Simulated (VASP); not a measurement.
# SiC (R3m) in VASP: notebook

Runs on SiC. Level: PBE. Tasks: single point.

Everything below comes from runs of VASP 6.6.1. Logs are shortened: lines on timing, memory, paths and dates and some standing lists are left out, and cuts for length are marked.

### 1 The cell of the first run

It takes space group R3m (No. 160, trigonal). Conventional cell: a = 3.227 Å, b = 3.227 Å, c = 7.656 Å, α = 90.00°, β = 90.00°, γ = 120.00°. Within 2.5 Å of Si (site symmetry 3m) lie 4 C at 1.91 to 1.97 Å. Within 2.5 Å of C (site symmetry 3m) lie 4 Si at 1.91 to 1.97 Å.

### 2 Single point, PBE

Contents of INCAR:

```
SYSTEM = SiC
PREC = Accurate
ENCUT = 520
EDIFF = 1E-7
ISMEAR = 0
SIGMA = 0.05
LREAL = .FALSE.
LASPH = .TRUE.
NELM = 100
ALGO = Normal
ISIF = 2
LWAVE = .FALSE.
LCHARG = .TRUE.
GGA = PE
LELF = .TRUE.
LVHAR = .TRUE.
NBANDS = 11
```

Contents of KPOINTS:

```
regular mesh
0
G
  12 12 12
  0 0 0
```

Contents of POSCAR:

```
SiC
1.0
    0.0000000000      2.2821289536      2.2821289536
    2.2821289536      0.0000000000      2.2821289536
    2.2340521037      2.2340521037      0.0480768500
Si C
1 1
Direct
    0.0000000000      0.0000000000      0.0000000000
    0.7500000000      0.7500000000      0.7500000000
```

Potentials or basis: VASP PAW PBE potentials, release 64 (Si, C).

Command:

```
$ cat potpaw_PBE.64/Si/POTCAR potpaw_PBE.64/C/POTCAR > POTCAR
$ mpirun -np 1 vasp_std > vasp.out
```

OUTCAR:

```text
SYSTEM = SiC
   PREC = Accurate
   ENCUT = 520
   EDIFF = 1E-7
   ISMEAR = 0
   LREAL = .FALSE.
   LASPH = .TRUE.
   NELM = 100
   ISIF = 2
   GGA = PE

 ion  position               nearest neighbor table
   1  0.000  0.000  0.000-   2 1.91   2 1.97   2 1.97   2 1.97
   2  0.750  0.750  0.750-   1 1.91   1 1.97   1 1.97   1 1.97

  LATTYP: Found a trigonal (rhomboedric) cell.
 ALAT       =     3.1597925544
 COS(alpha) =     0.4783692091

  Lattice vectors:

 A1 = (   2.2340521037,  -0.0480768499,  -2.2340521036)
 A2 = (  -0.0480768499,   2.2340521037,  -2.2340521036)
 A3 = (   2.2340521037,   2.2340521037,   0.0480768500)

Analysis of symmetry for initial positions (statically):
=====================================================================
 Subroutine PRICEL returns:
 Original cell was already a primitive cell.

 Routine SETGRP: Setting up the symmetry group for a
 trigonal (rhombohedral) supercell.

 Subroutine GETGRP returns: Found  6 space group operations
 (whereof  6 operations were pure point group operations)
 out of a pool of 12 trial point group operations.

The static configuration has the point symmetry C_3v.

Analysis of symmetry for dynamics (positions and initial velocities):
=====================================================================
 Subroutine PRICEL returns:
 Original cell was already a primitive cell.

 Routine SETGRP: Setting up the symmetry group for a
 trigonal (rhombohedral) supercell.

 Subroutine GETGRP returns: Found  6 space group operations
 (whereof  6 operations were pure point group operations)
 out of a pool of 12 trial point group operations.

The dynamic configuration has the point symmetry C_3v.

 Subroutine INISYM returns: Found  6 space group operations
 (whereof  6 operations are pure point group operations),
 and found     1 'primitive' translations

----------------------------------------------------------------------------------------

                                     Primitive cell

  volume of cell :      23.0200

  direct lattice vectors                    reciprocal lattice vectors
     0.000000000  2.282128954  2.282128954    -0.221476759  0.216710574  0.221476759
     2.282128954  0.000000000  2.282128954     0.216710574 -0.221476759  0.221476759
     2.234052104  2.234052104  0.048076850     0.226242944  0.226242944 -0.226242944

  length of vectors
     3.227417717  3.227417717  3.159792555     0.380877122  0.380877122  0.391864273

  position of ions in fractional coordinates (direct lattice)
     0.000000000  0.000000000  0.000000000
     0.750000000  0.750000000  0.750000000

  ion indices of the primitive-cell ions
   primitive index   ion index
                 1           1
                 2           2

----------------------------------------------------------------------------------------

 KPOINTS: regular mesh

Automatic generation of k-mesh.
 Grid dimensions read from file:
 generate k-points for:   12   12   12

 Generating k-lattice:

  Cartesian coordinates                     Fractional coordinates (reciprocal lattice)
    -0.018456397  0.018059215  0.018456397     0.083333333  0.000000000  0.000000000
     0.018059215 -0.018456397  0.018456397     0.000000000  0.083333333  0.000000000
     0.018853579  0.018853579 -0.018853579     0.000000000  0.000000000  0.083333333

  Length of vectors
     0.031739760  0.031739760  0.032655356

  Shift w.r.t. Gamma in fractional coordinates (k-lattice)
     0.000000000  0.000000000  0.000000000

 Subroutine IBZKPT returns following result:
 ===========================================

 Found    189 irreducible k-points:

 Following reciprocal coordinates:
            Coordinates               Weight
  0.000000  0.000000  0.000000      1.000000
  0.083333  0.000000 -0.000000      6.000000
  0.166667  0.000000 -0.000000      6.000000
  0.250000  0.000000 -0.000000      6.000000
  0.333333  0.000000 -0.000000      6.000000
  0.416667  0.000000  0.000000      6.000000
[... 16 lines left out ...]
  0.500000  0.166667 -0.000000     12.000000
 -0.416667  0.166667 -0.000000     12.000000
 [... further k-points ...]
   k-points           NKPTS =    189   k-points in BZ     NKDIM =    189   number of bands    NBANDS=     11
   number of dos      NEDOS =    301   number of ions     NIONS =      2
   total plane-waves  NPLWV =  13824
   dimension x,y,z NGX =    24 NGY =   24 NGZ =   24
   dimension x,y,z NGXF=    48 NGYF=   48 NGZF=   48
   ions per type =               1   1
   NGX,Y,Z   is equivalent  to a cutoff of  12.36, 12.36, 12.63 a.u.
   NGXF,Y,Z  is equivalent  to a cutoff of  24.73, 24.73, 25.25 a.u.
 SYSTEM =  SiC
   PREC   = accura    normal or accurate (medium, high low for compatibility)
   ISTART =      0    job   : 0-new  1-cont  2-samecut
   ICHARG =      2    charge: 1-file 2-atom 10-const
   ISPIN  =      1    spin polarized calculation?
   LNONCOLLINEAR =      F non collinear calculations
   LSORBIT =      F    spin-orbit coupling
   LASPH  =      T    aspherical Exc in radial PAW
   ENCUT  =  520.0 eV  38.22 Ry    6.18 a.u.   6.00  6.00  5.88*2*pi/ulx,y,z
   NELM   =    100;   NELMIN=  2; NELMDL= -5     # of ELM steps
   EDIFF  = 0.1E-06   stopping-criterion for ELM
   LREAL  =      F    real-space projection
   EDIFFG = 0.1E-05   stopping-criterion for IOM
   NSW    =      0    number of steps for IOM
   IBRION =     -1    ionic relax: 0-MD 1-quasi-New 2-CG
   NFREE  =      0    steps in history (QN), initial steepest desc. (CG)
   ISIF   =      2    stress and relaxation
   ISYM   =      2    0-nonsym 1-usesym 2-fastsym
   POTIM  = 0.5000    time-step for ionic-motion
   TEBEG  =    0.0;   TEEND  =   0.0 temperature during run
   PSTRESS=    0.0 pullay stress
   NELECT =       8.0000    total number of electrons
   NUPDOWN=      -1.0000    fix difference up-down
   EMIN   =  10.00;   EMAX   =-10.00  energy-range for DOS
   EFERMI =   0.00;   METHOD = LEGACY
   ISMEAR =     0;   SIGMA  =   0.05  broadening in eV -4-tet -1-fermi 0-gaus
   EFERMI_NEDOS =   21; number of points for ismear=-14 and -15
   IALGO  =     38    algorithm
   IMIX   =      4    mixing-type and parameters
     AMIX     =   0.40;   BMIX     =  1.00
     AMIX_MAG =   1.60;   BMIX_MAG =  1.00
  volume/ion in A,a.u.               =      11.51        77.67
  Fermi-wavevector in a.u.,A,eV,Ry     =   1.150985  2.175047 18.024547  1.324767
  Thomas-Fermi vector in A             =   2.287646
   LORBIT       =      0    0 simple, 1 ext, 2 COOP (PROOUT), +10 PAW based schemes
   GGA     = PE    functional components
   LHFCALC =     F    Hartree Fock is set to
   AEXX    =    0.0000 exact exchange contribution
   IVDW    =     0    specifies the selected vdW correction
   LEPSILON=     F    determine dielectric tensor
   LRPA    =     F    only Hartree local field effects (RPA)
 non-spin polarized calculation
 Gauss-broadening in eV      SIGMA  =   0.05
  energy-cutoff  :      520.00
  volume of cell :       23.02
 maximum number of plane-waves:       630
   NGX = 13   NGY = 13   NGZ = 11

 number of electron       7.9999999 magnetization

 Free energy of the ion-electron system (eV)
  ---------------------------------------------------
  ext. energy  EPLUGINS =         0.00000000
  ---------------------------------------------------
  free energy    TOTEN  =       -14.93016289 eV

  energy without entropy =      -14.93016289  energy(sigma->0) =      -14.93016289

 E-fermi :   7.3254     XC(G=0): -10.8960

 val. band max:        7.0358492249   @ k =   0.0000   0.0000   0.0000
 cond. band min:       8.3836718002   @ k =   0.5000   0.5000  -0.0000
 fundamental gap:      1.3478225753
 Fermi energy:         7.3253685488

 k-point     1 :       0.0000    0.0000    0.0000
  band No.  band energies     occupation
      1      -7.6407      2.00000
      2       6.9095      2.00000
      3       6.9095      2.00000
      4       7.0358      2.00000
      5      11.8163      0.00000
      6      13.3424      0.00000
      7      13.3424      0.00000
      8      14.1547      0.00000
      9      20.8678      0.00000
     10      20.8678      0.00000
     11      21.8551      0.00000

 k-point     2 :       0.0833    0.0000   -0.0000
  band No.  band energies     occupation
      1      -7.5183      2.00000
      2       6.1758      2.00000
      3       6.8256      2.00000
      4       6.9328      2.00000
      5      12.1900      0.00000
      6      13.4738      0.00000
      7      13.5028      0.00000
      8      14.2567      0.00000
      9      20.1550      0.00000
     10      20.2861      0.00000
     11      22.2212      0.00000

 k-point     3 :       0.1667    0.0000   -0.0000
  band No.  band energies     occupation
      1      -7.1552      2.00000
      2       4.5774      2.00000
      3       6.6183      2.00000
      4       6.7034      2.00000
      5      12.3464      0.00000
      6      13.8426      0.00000
      7      14.1105      0.00000
      8      14.6174      0.00000
      9      19.3657      0.00000
     10      19.6682      0.00000
     11      21.8412      0.00000

 k-point     4 :       0.2500    0.0000   -0.0000
  band No.  band energies     occupation
      1      -6.5673      2.00000
      2       2.7724      2.00000
      3       6.3755      2.00000
      4       6.4328      2.00000
      5      12.0933      0.00000
      6      14.0279      0.00000
      7      14.4713      0.00000
      8      15.3953      0.00000
      9      19.3425      0.00000
     10      19.8200      0.00000
     11      21.2834      0.00000
[... 239 lines left out ...]
 k-point    22 :       0.4167    0.1667    0.0000
  band No.  band energies     occupation
      1      -5.0937      2.00000
      2       0.7389      2.00000
      3       4.7546      2.00000
      4       5.3316      2.00000
      5      11.5451      0.00000
      6      14.0104      0.00000
      7      15.4030      0.00000
      8      15.7347      0.00000
      9      19.5189      0.00000
     10      23.2636      0.00000
     11      23.8002      0.00000

 k-point    23 :       0.5000    0.1667   -0.0000
  band No.  band energies     occupation
      1      -4.3567      2.00000
      2      -0.4041      2.00000
      3       4.3277      2.00000
      4       5.3918      2.00000
      5      11.6093      0.00000
      6      13.9862      0.00000
      7      15.3815      0.00000
      8      16.4604      0.00000
      9      19.9660      0.00000
     10      23.2683      0.00000
     11      23.9831      0.00000

 k-point    24 :      -0.4167    0.1667   -0.0000
  band No.  band energies     occupation
      1      -4.2343      2.00000
      2      -0.5701      2.00000
      3       4.0290      2.00000
      4       5.5948      2.00000
      5      11.8667      0.00000
      6      13.9309      0.00000
      7      15.1341      0.00000
      8      17.0703      0.00000
      9      20.4492      0.00000
     10      21.6771      0.00000
     11      23.8995      0.00000

 [... further k-points ...]
[... 5 lines left out ...]
  --------------------------------------------------------------------------------------
  -------------------------------------------------------------------------------------
  Total       -2.2988907     -2.2988907     -2.2988907      0.6452410     -0.6452410     -0.6452410
  in kB     -160.0013256   -160.0013256   -160.0013256     44.9083617    -44.9083617    -44.9083617
  external PRESSURE =    -160.0013256 kB  Pullay stress =       0.0000000 kB

 VOLUME and BASIS-vectors are now :
 -----------------------------------------------------------------------------
  energy-cutoff  :      520.00
  volume of cell :       23.02
      direct lattice vectors                 reciprocal lattice vectors
     0.000000000  2.282128954  2.282128954    -0.221476759  0.216710574  0.221476759
     2.282128954  0.000000000  2.282128954     0.216710574 -0.221476759  0.221476759
     2.234052104  2.234052104  0.048076850     0.226242944  0.226242944 -0.226242944

 POSITION                                       TOTAL-FORCE (eV/Angst)
 -----------------------------------------------------------------------------------
      0.00000      0.00000      0.00000        -0.095994     -0.095994      0.095994
      3.38714      3.38714      3.45925         0.095994      0.095994     -0.095994
 -----------------------------------------------------------------------------------
    total drift:                                0.000024      0.000024     -0.000024

  FREE ENERGIE OF THE ION-ELECTRON SYSTEM (eV)
  ---------------------------------------------------
  free  energy   TOTEN  =       -14.9301628927 eV

  energy  without entropy=      -14.9301628927  energy(sigma->0) =      -14.93016289
```

Wall time 14 s (1 thread of Intel Xeon Platinum 8559C (Emerald Rapids), shared host); peak memory 0.16 GiB.

What came out:

* Free energy: -14.9302 eV
* Pressure: -16.0 GPa
* Largest force: 0.166 eV/Å
* Band gap on the k mesh: 1.35 eV, indirect (least direct gap 4.25 eV)

Forces in eV/Å, atoms in the order of the input:
```
Si  -0.096 -0.096  0.096
C    0.096  0.096 -0.096
```

Stress tensor (GPa, compression positive):
```
-16.00   4.49  -4.49
  4.49 -16.00  -4.49
 -4.49  -4.49 -16.00
```

### 3 Single point, PBE

This run uses another cell than the first one, of the same volume but with other edges.

Contents of INCAR:

```
SYSTEM = SiC
ALGO = Normal ; EDIFF = 1E-6
ENCUT = 520 ; GGA = PE
ISIF = 2 ; ISMEAR = 0
LASPH = .True. ; LCHARG = .True.
LELF = .True. ; LREAL = .False.
LVHAR = .True. ; LWAVE = .False.
NBANDS = 11 ; NELM = 60
PREC = Accurate ; SIGMA = 0.05
```

Contents of KPOINTS:

```
k-points
0
Gamma
  12 12 12
  0 0 0
```

Contents of POSCAR:

```
SiC
1.0
    0.0000000000      2.2338177334      2.2338177334
    2.2338177334      0.0000000000      2.2338177334
    2.2823660388      2.2823660388     -0.0485483054
Si C
1 1
Direct
    0.0000000000      0.0000000000      0.0000000000
    0.7500000000      0.7500000000      0.7500000000
```

Potentials or basis: VASP PAW PBE potentials, release 64 (Si, C).

Command:

```
$ cat potpaw_PBE.64/Si/POTCAR potpaw_PBE.64/C/POTCAR > POTCAR
$ mpirun -np 1 vasp_std > vasp.out
```

Run time: 13 s. Hardware: 1 thread of Intel Xeon Platinum 8559C (Emerald Rapids), shared host; peak memory 0.16 GiB.

The run converged. Its results:

| Property | Result |
| --- | --- |
| Free energy | -14.9308 eV |
| Pressure | -16.0 GPa |
| Largest force | 0.079 eV/Å |
| Band gap on the k mesh | 1.38 eV, indirect (least direct gap 4.26 eV) |

Forces in eV/Å, atoms in the order of the input:
```
Si   0.046  0.046 -0.046
C   -0.046 -0.046  0.046
```

Stress tensor (GPa, compression positive):
```
-16.01  -4.28   4.28
 -4.28 -16.01   4.28
  4.28   4.28 -16.01
```

Levels at points of the mesh, in eV from the valence-band top:
| k point | band 1 | band 2 | band 3 | band 4 | band 5 | band 6 | band 7 | band 8 |
| --- | --- | --- | --- | --- | --- | --- | --- | --- |
| (0.00, 0.00, 0.00) | -14.65 | -0.16 | 0.00 | 0.00 | 4.73 | 6.34 | 6.78 | 6.78 |
| (0.50, 0.00, 0.00) | -11.38 | -8.01 | -1.13 | -1.12 | 4.28 | 6.48 | 6.89 | 9.38 |
| (0.50, 0.50, 0.00) | -10.12 | -7.52 | -3.17 | -2.88 | 1.38 | 3.94 | 12.63 | 12.73 |
| (0.00, 0.00, 0.50) | -11.69 | -8.05 | -0.91 | -0.91 | 4.87 | 6.99 | 6.99 | 9.50 |

### 4 Single point, PBE

This run uses another cell than the first one, of the same volume but with other edges.

Contents of INCAR:

```
  ALGO = Normal
  EDIFF = 1E-7
  ENCUT = 520
  GGA = PE
  ISIF = 2
  ISMEAR = 0
  LASPH = True
  LCHARG = True
  LELF = True
  LREAL = False
  LVHAR = True
  LWAVE = False
  NBANDS = 11
  NELM = 80
  PREC = Accurate
  SIGMA = 0.05
```

Contents of KPOINTS:

```
k-points
0
Gamma
  12 12 12
```

Contents of POSCAR:

```
SiC
1.0
    0.0000000000      2.2101014787      2.2101014787
    2.2101014787      0.0000000000      2.2101014787
    2.3076406240      2.3076406240     -0.0975391453
Si C
1 1
Direct
    0.0000000000      0.0000000000      0.0000000000
    0.7500000000      0.7500000000      0.7500000000
```

Command:

```
$ cat potpaw_PBE.64/Si/POTCAR potpaw_PBE.64/C/POTCAR > POTCAR
$ mpirun -np 1 vasp_std > vasp.out
```

It took 16 s on 1 thread of Intel Xeon Platinum 8559C (Emerald Rapids), shared host; peak memory 0.16 GiB.

The run converged. Its results:

```yaml
Free_energy: -14.8725 eV
Pressure: -15.3 GPa
Largest_force: 0.082 eV/Å
Band_gap_on_the_k_mesh: 1.27 eV, indirect (least direct gap 4.07 eV)
```

Forces on the atoms (eV/Å):
```
Si   0.048  0.048 -0.048
C   -0.048 -0.048  0.048
```

Stress tensor (GPa, compression positive):
```
-15.28  -8.37   8.37
 -8.37 -15.28   8.37
  8.37   8.37 -15.28
```

Levels at points of the mesh, in eV from the valence-band top:
| k point | band 2 | band 3 | band 4 | band 5 | band 6 | band 7 |
| --- | --- | --- | --- | --- | --- | --- |
| (0.00, 0.00, 0.00) | -0.34 | 0.00 | 0.00 | 4.12 | 6.45 | 6.96 |
| (0.50, 0.00, 0.00) | -8.06 | -1.25 | -1.21 | 4.02 | 6.19 | 6.99 |
| (0.50, 0.50, 0.00) | -7.58 | -3.34 | -2.79 | 1.27 | 3.95 | 12.27 |
| (0.00, 0.00, 0.50) | -8.13 | -0.80 | -0.80 | 5.25 | 7.16 | 7.16 |

### 5 Overview

```csv
cell,gap on the mesh (eV),pressure (GPa),largest force (eV/Å)
"a = 3.227, b = 3.227, c = 3.160 Å, angles 59.3, 59.3, 60.0°, 2 atoms",1.35,-16.0,0.17
"a = 3.159, b = 3.159, c = 3.228 Å, angles 60.7, 60.7, 60.0°, 2 atoms",1.38,-16.0,0.08
"a = 3.126, b = 3.126, c = 3.265 Å, angles 61.4, 61.4, 60.0°, 2 atoms",1.27,-15.3,0.08
```

Alike in all rows: task single point; level PBE; potentials or basis VASP PAW PBE potentials, release 64 (Si, C); no spin polarisation; k mesh 12 × 12 × 12; cutoff (eV) 520; smearing gaussian 0.05 eV.

Absolute energies hang on the potentials; compare differences alone.
